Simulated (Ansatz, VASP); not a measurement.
## Two plane-wave programs on La

```
La
1.0
    -2.10700    2.10700    2.10700
     2.10700   -2.10700    2.10700
     2.10700    2.10700   -2.10700
La
1
Cartesian
  0.0000 0.0000 0.0000
```

Alike in both runs: task relaxation of cell and atoms; functional PBE; k mesh 11 × 11 × 11; occupations fermi-dirac, width 0.1 eV; no spin polarisation.

```csv
,VASP,Ansatz
version,VASP 6.6.1,Ansatz 0.2.0
potentials or method,"VASP PAW PBE potentials, release 64 (La), cutoff 600 eV","plane waves (420 eV) with PAW, scalar-relativistic"
valence electrons in the cell,11,11
```

|  | VASP | Ansatz | Ansatz less VASP |
| --- | --- | --- | --- |
| relaxed volume (Å³/atom) | 37.99 | 37.98 | -0.016 |
| relaxed cell length with the largest relative difference (Å) | 3.668 | 3.668 | -0.0005 |

Neither program's run includes spin-orbit coupling.
